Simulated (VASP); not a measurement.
# Ge2RuW4 (P6/mmm) in VASP: single point with PBE

Aim: the single point of Ge2RuW4 with PBE.

Program: VASP 6.6.1. These are calculated values, not measurements. Logs are shortened: lines on timing, memory, paths and dates and some standing lists are left out, and cuts for length are marked.

## Step 1: The cell of the first run

Symmetry: P6/mmm, No. 191, hexagonal system. The conventional cell has a = 4.502 Å, b = 4.502 Å, c = 7.637 Å, α = 90.00°, β = 90.00°, γ = 120.00°. Within 3.3 Å of Ge (site symmetry -6m2) lie 2 W at 2.51 Å and 3 Ge at 2.60 Å and 3 Ru at 2.60 Å. Within 3.4 Å of Ru (site symmetry 6/mmm) lie 6 Ge at 2.60 Å. W (site symmetry 3m) has 1 Ge at 2.51 Å and 4 W at 2.60 to 2.61 Å within 3.3 Å.

The cell was generated, and may not be a known phase.

## Step 2: Single point, PBE

File INCAR:

```
  PREC = Accurate
  ENCUT = 520
  EDIFF = 1E-7
  ISMEAR = 0
  SIGMA = 0.2
  LREAL = F
  LASPH = T
  NELM = 60
  ALGO = Normal
  ISIF = 2
  LWAVE = F
  LCHARG = F
  GGA = PE
  NBANDS = 58
```

File KPOINTS:

```
Automatic mesh
0
Gamma
  5 5 2
```

File POSCAR:

```
Ge2RuW4
1.0
    4.5019451896     -0.0000000034      0.0000000000
   -2.2509725919      3.8987989024      0.0000000000
    0.0000000000      0.0000000000      7.6365603033
Ge Ru W
2 1 4
Direct
    0.3333333333      0.6666666667      0.0000000000
    0.6666666667      0.3333333333      0.0000000000
    0.0000000000      0.0000000000      0.0000000000
    0.3333333333      0.6666666667      0.6709282305
    0.3333333333      0.6666666667      0.3290717695
    0.6666666667      0.3333333333      0.3290717695
    0.6666666667      0.3333333333      0.6709282305
```

Potentials or basis: VASP PAW PBE potentials, release 64 (Ge_d, Ru_pv, W_sv).

On the command line:

```
$ cat potpaw_PBE.64/Ge_d/POTCAR potpaw_PBE.64/Ru_pv/POTCAR potpaw_PBE.64/W_sv/POTCAR > POTCAR
$ mpirun -np 1 vasp_std > vasp.out
```

OUTCAR:

```text
PREC = Accurate
   ENCUT = 520
   EDIFF = 1E-7
   ISMEAR = 0
   LREAL = F
   LASPH = T
   NELM = 60
   ISIF = 2
   GGA = PE

 ion  position               nearest neighbor table
   1  0.333  0.667  0.000-   4 2.51   5 2.51   2 2.60   3 2.60   2 2.60   3 2.60   3 2.60   2 2.60

   2  0.667  0.333  0.000-   6 2.51   7 2.51   1 2.60   3 2.60   1 2.60   3 2.60   3 2.60   1 2.60

   3  0.000  0.000  0.000-   1 2.60   2 2.60   2 2.60   1 2.60   2 2.60   1 2.60
   4  0.333  0.667  0.671-   1 2.51   7 2.60   7 2.60   7 2.60   5 2.61
   5  0.333  0.667  0.329-   1 2.51   6 2.60   6 2.60   6 2.60   4 2.61
   6  0.667  0.333  0.329-   2 2.51   5 2.60   5 2.60   5 2.60   7 2.61
   7  0.667  0.333  0.671-   2 2.51   4 2.60   4 2.60   4 2.60   6 2.61

  LATTYP: Found a hexagonal cell.
 ALAT       =     4.5019451896
 C/A-ratio  =     1.6962801593

  Lattice vectors:

 A1 = (   4.5019451896,  -0.0000000034,   0.0000000000)
 A2 = (  -2.2509725919,   3.8987989024,   0.0000000000)
 A3 = (   0.0000000000,   0.0000000000,   7.6365603033)

Analysis of symmetry for initial positions (statically):
=====================================================================
 Subroutine PRICEL returns:
 Original cell was already a primitive cell.

 Routine SETGRP: Setting up the symmetry group for a
 hexagonal supercell.

 Subroutine GETGRP returns: Found 24 space group operations
 (whereof 24 operations were pure point group operations)
 out of a pool of 24 trial point group operations.

The static configuration has the point symmetry D_6h.

Analysis of symmetry for dynamics (positions and initial velocities):
=====================================================================
 Subroutine PRICEL returns:
 Original cell was already a primitive cell.

 Routine SETGRP: Setting up the symmetry group for a
 hexagonal supercell.

 Subroutine GETGRP returns: Found 24 space group operations
 (whereof 24 operations were pure point group operations)
 out of a pool of 24 trial point group operations.

The dynamic configuration has the point symmetry D_6h.

 Subroutine INISYM returns: Found 24 space group operations
 (whereof 24 operations are pure point group operations),
 and found     1 'primitive' translations

----------------------------------------------------------------------------------------

                                     Primitive cell

  volume of cell :     134.0383

  direct lattice vectors                    reciprocal lattice vectors
     4.501945190 -0.000000003  0.000000000     0.222126205  0.128244624  0.000000000
    -2.250972592  3.898798902  0.000000000     0.000000000  0.256489248  0.000000000
     0.000000000  0.000000000  7.636560303     0.000000000  0.000000000  0.130949008

  length of vectors
     4.501945190  4.501945190  7.636560303     0.256489248  0.256489248  0.130949008

  position of ions in fractional coordinates (direct lattice)
     0.333333333  0.666666667  0.000000000
     0.666666667  0.333333333  0.000000000
     0.000000000  0.000000000  0.000000000
     0.333333333  0.666666667  0.670928231
     0.333333333  0.666666667  0.329071769
     0.666666667  0.333333333  0.329071769
     0.666666667  0.333333333  0.670928231

  ion indices of the primitive-cell ions
   primitive index   ion index
                 1           1
                 2           2
                 3           3
                 4           4
                 5           5
                 6           6
                 7           7

----------------------------------------------------------------------------------------

 KPOINTS: Automatic mesh

Automatic generation of k-mesh.
 Grid dimensions read from file:
 generate k-points for:    5    5    2

 Generating k-lattice:

  Cartesian coordinates                     Fractional coordinates (reciprocal lattice)
     0.044425241  0.025648925  0.000000000     0.200000000  0.000000000  0.000000000
     0.000000000  0.051297850  0.000000000    -0.000000000  0.200000000  0.000000000
     0.000000000  0.000000000  0.065474504     0.000000000  0.000000000  0.500000000

  Length of vectors
     0.051297850  0.051297850  0.065474504

  Shift w.r.t. Gamma in fractional coordinates (k-lattice)
     0.000000000  0.000000000  0.000000000

 Subroutine IBZKPT returns following result:
 ===========================================

 Found     10 irreducible k-points:

 Following reciprocal coordinates:
            Coordinates               Weight
  0.000000  0.000000  0.000000      1.000000
  0.200000  0.000000  0.000000      6.000000
  0.400000  0.000000  0.000000      6.000000
  0.200000  0.200000  0.000000      6.000000
  0.400000  0.200000  0.000000      6.000000
  0.000000  0.000000  0.500000      1.000000
  0.200000  0.000000  0.500000      6.000000
  0.400000  0.000000  0.500000      6.000000
  0.200000  0.200000  0.500000      6.000000
  0.400000  0.200000  0.500000      6.000000
   k-points           NKPTS =     10   k-points in BZ     NKDIM =     10   number of bands    NBANDS=     58
   number of dos      NEDOS =    301   number of ions     NIONS =      7
   total plane-waves  NPLWV =  77760
   dimension x,y,z NGX =    36 NGY =   36 NGZ =   60
   dimension x,y,z NGXF=    72 NGYF=   72 NGZF=  120
   ions per type =               2   1   4
   NGX,Y,Z   is equivalent  to a cutoff of  13.29, 13.29, 13.06 a.u.
   NGXF,Y,Z  is equivalent  to a cutoff of  26.59, 26.59, 26.12 a.u.
 SYSTEM =  unknown system
   PREC   = accura    normal or accurate (medium, high low for compatibility)
   ISTART =      0    job   : 0-new  1-cont  2-samecut
   ICHARG =      2    charge: 1-file 2-atom 10-const
   ISPIN  =      1    spin polarized calculation?
   LNONCOLLINEAR =      F non collinear calculations
   LSORBIT =      F    spin-orbit coupling
   LASPH  =      T    aspherical Exc in radial PAW
   ENCUT  =  520.0 eV  38.22 Ry    6.18 a.u.   8.37  8.37 14.20*2*pi/ulx,y,z
   NELM   =     60;   NELMIN=  2; NELMDL= -5     # of ELM steps
   EDIFF  = 0.1E-06   stopping-criterion for ELM
   LREAL  =      F    real-space projection
   EDIFFG = 0.1E-05   stopping-criterion for IOM
   NSW    =      0    number of steps for IOM
   IBRION =     -1    ionic relax: 0-MD 1-quasi-New 2-CG
   NFREE  =      0    steps in history (QN), initial steepest desc. (CG)
   ISIF   =      2    stress and relaxation
   ISYM   =      2    0-nonsym 1-usesym 2-fastsym
   POTIM  = 0.5000    time-step for ionic-motion
   TEBEG  =    0.0;   TEEND  =   0.0 temperature during run
   PSTRESS=    0.0 pullay stress
   NELECT =      98.0000    total number of electrons
   NUPDOWN=      -1.0000    fix difference up-down
   EMIN   =  10.00;   EMAX   =-10.00  energy-range for DOS
   EFERMI =   0.00;   METHOD = LEGACY
   ISMEAR =     0;   SIGMA  =   0.20  broadening in eV -4-tet -1-fermi 0-gaus
   EFERMI_NEDOS =   21; number of points for ismear=-14 and -15
   IALGO  =     38    algorithm
   IMIX   =      4    mixing-type and parameters
     AMIX     =   0.40;   BMIX     =  1.00
     AMIX_MAG =   1.60;   BMIX_MAG =  1.00
  volume/ion in A,a.u.               =      19.15       129.22
  Fermi-wavevector in a.u.,A,eV,Ry     =   1.474825  2.787016 29.594164  2.175110
  Thomas-Fermi vector in A             =   2.589549
   LORBIT       =      0    0 simple, 1 ext, 2 COOP (PROOUT), +10 PAW based schemes
   GGA     = PE    functional components
   LHFCALC =     F    Hartree Fock is set to
   AEXX    =    0.0000 exact exchange contribution
   IVDW    =     0    specifies the selected vdW correction
   LEPSILON=     F    determine dielectric tensor
   LRPA    =     F    only Hartree local field effects (RPA)
 non-spin polarized calculation
 Gauss-broadening in eV      SIGMA  =   0.20
  energy-cutoff  :      520.00
  volume of cell :      134.04
 maximum number of plane-waves:      3659
 NGX is ok and might be reduce to    36
   NGX = 17   NGY = 17   NGZ = 29

 number of electron      98.0000021 magnetization

 Free energy of the ion-electron system (eV)
  ---------------------------------------------------
  ext. energy  EPLUGINS =         0.00000000
  ---------------------------------------------------
  free energy    TOTEN  =       -61.90097544 eV

  energy without entropy =      -61.80100003  energy(sigma->0) =      -61.85098774

 E-fermi :   7.6302     XC(G=0): -11.8623

 val. band max:        7.6081972962   @ k =   0.0000   0.0000   0.0000
 cond. band min:       7.7540330720   @ k =   0.4000   0.2000   0.0000
 fundamental gap:      0.1458357758
 Fermi energy:         7.6301977286

 k-point     1 :       0.0000    0.0000    0.0000
  band No.  band energies     occupation
      1     -66.1467      2.00000
      2     -66.0927      2.00000
      3     -65.9809      2.00000
      4     -65.9288      2.00000
      5     -34.7423      2.00000
      6     -34.7423      2.00000
[... 50 lines left out ...]
     57      10.7664      0.00000
     58      10.8368      0.00000

 k-point     2 :       0.2000    0.0000    0.0000
  band No.  band energies     occupation
      1     -66.1329      2.00000
      2     -66.0791      2.00000
      3     -65.9949      2.00000
      4     -65.9427      2.00000
      5     -34.7433      2.00000
      6     -34.7424      2.00000
[... 50 lines left out ...]
     57       9.6422      0.00000
     58       9.7194      0.00000

 k-point     3 :       0.4000    0.0000    0.0000
  band No.  band energies     occupation
      1     -66.1008      2.00000
      2     -66.0474      2.00000
      3     -66.0274      2.00000
      4     -65.9748      2.00000
      5     -34.7450      2.00000
      6     -34.7425      2.00000
[... 50 lines left out ...]
     57      10.3252      0.00000
     58      10.3333      0.00000

 k-point     4 :       0.2000    0.2000    0.0000
  band No.  band energies     occupation
      1     -66.1088      2.00000
      2     -66.0552      2.00000
      3     -66.0194      2.00000
      4     -65.9669      2.00000
      5     -34.7444      2.00000
      6     -34.7428      2.00000
[... 50 lines left out ...]
     57      10.0573      0.00000
     58      10.3667      0.00000

 k-point     5 :       0.4000    0.2000    0.0000
  band No.  band energies     occupation
      1     -66.0812      2.00000
      2     -66.0471      2.00000
      3     -66.0280      2.00000
      4     -65.9943      2.00000
      5     -34.7448      2.00000
      6     -34.7432      2.00000
[... 50 lines left out ...]
     57      10.0928      0.00000
     58      10.7127      0.00000

 k-point     6 :       0.0000    0.0000    0.5000
  band No.  band energies     occupation
      1     -66.1466      2.00000
      2     -66.0927      2.00000
      3     -65.9809      2.00000
      4     -65.9288      2.00000
      5     -34.7423      2.00000
      6     -34.7423      2.00000
[... 50 lines left out ...]
     57       9.2184      0.00000
     58      11.3005      0.00000

 k-point     7 :       0.2000    0.0000    0.5000
  band No.  band energies     occupation
      1     -66.1329      2.00000
      2     -66.0791      2.00000
      3     -65.9949      2.00000
      4     -65.9427      2.00000
      5     -34.7433      2.00000
      6     -34.7424      2.00000
[... 50 lines left out ...]
     57       9.6252      0.00000
     58      10.6742      0.00000

 k-point     8 :       0.4000    0.0000    0.5000
  band No.  band energies     occupation
      1     -66.1008      2.00000
      2     -66.0474      2.00000
      3     -66.0274      2.00000
      4     -65.9749      2.00000
      5     -34.7450      2.00000
      6     -34.7425      2.00000
[... 50 lines left out ...]
     57      10.3608      0.00000
     58      10.6780      0.00000

 k-point     9 :       0.2000    0.2000    0.5000
  band No.  band energies     occupation
      1     -66.1087      2.00000
      2     -66.0552      2.00000
      3     -66.0194      2.00000
      4     -65.9669      2.00000
      5     -34.7444      2.00000
      6     -34.7428      2.00000
[... 50 lines left out ...]
     57      10.1448      0.00000
     58      10.3530      0.00000

 k-point    10 :       0.4000    0.2000    0.5000
  band No.  band energies     occupation
      1     -66.0812      2.00000
      2     -66.0471      2.00000
      3     -66.0281      2.00000
      4     -65.9943      2.00000
      5     -34.7448      2.00000
      6     -34.7432      2.00000
[... 50 lines left out ...]
     57      10.6626      0.00000
     58      10.7468      0.00000

------------------------ aborting loop because EDIFF is reached ----------------------------------------

  FORCE on cell =-STRESS in cart. coord.  units (eV):
  Direction    XX          YY          ZZ          XY          YZ          ZX
  --------------------------------------------------------------------------------------
  -------------------------------------------------------------------------------------
  Total       -0.0259290     -0.0259290      0.5319665      0.0000000     -0.0000000      0.0000000
  in kB       -0.3099326     -0.3099326      6.3586668      0.0000000     -0.0000000      0.0000000
  external PRESSURE =       1.9129338 kB  Pullay stress =       0.0000000 kB

 VOLUME and BASIS-vectors are now :
 -----------------------------------------------------------------------------
  energy-cutoff  :      520.00
  volume of cell :      134.04
      direct lattice vectors                 reciprocal lattice vectors
     4.501945190 -0.000000003  0.000000000     0.222126205  0.128244624  0.000000000
    -2.250972592  3.898798902  0.000000000     0.000000000  0.256489248  0.000000000
     0.000000000  0.000000000  7.636560303     0.000000000  0.000000000  0.130949008

 POSITION                                       TOTAL-FORCE (eV/Angst)
 -----------------------------------------------------------------------------------
      0.00000      2.59920      0.00000        -0.000000      0.000000      0.000000
      2.25097      1.29960      0.00000         0.000000      0.000000      0.000000
      0.00000      0.00000      0.00000        -0.000000      0.000000      0.000000
      0.00000      2.59920      5.12358        -0.000000     -0.000000     -0.016849
      0.00000      2.59920      2.51298        -0.000000     -0.000000      0.016849
      2.25097      1.29960      2.51298         0.000000      0.000000      0.016849
      2.25097      1.29960      5.12358         0.000000      0.000000     -0.016849
 -----------------------------------------------------------------------------------
    total drift:                                0.000000      0.000000      0.000000

  FREE ENERGIE OF THE ION-ELECTRON SYSTEM (eV)
  ---------------------------------------------------
  free  energy   TOTEN  =       -61.9009754432 eV

  energy  without entropy=      -61.8010000272  energy(sigma->0) =      -61.85098774
```

It took 4.2 min on 1 thread of AMD EPYC 7R43 (Zen 3), shared host; peak memory 0.25 GiB.

What came out:

* Free energy: -61.9010 eV
* Pressure: 0.2 GPa
* Largest force: 0.017 eV/Å
* Band gap on the k mesh: zero (bands 49 and 50 overlap by 0.13 eV)

Forces in eV/Å, atoms in the order of the input:
```
Ge   0.000  0.000  0.000
Ge   0.000  0.000  0.000
Ru   0.000  0.000  0.000
W    0.000  0.000 -0.017
W    0.000  0.000  0.017
W    0.000  0.000  0.017
W    0.000  0.000 -0.017
```

Stress tensor (GPa, compression positive):
```
-0.03  0.00  0.00
 0.00 -0.03  0.00
 0.00  0.00  0.64
```

Caveat: the k points lie up to 0.41 Å⁻¹ apart; spin-orbit coupling is left out, which moves the levels of the heavy elements.

The gap in the log of VASP goes by the Fermi energy; the results here count the filled bands.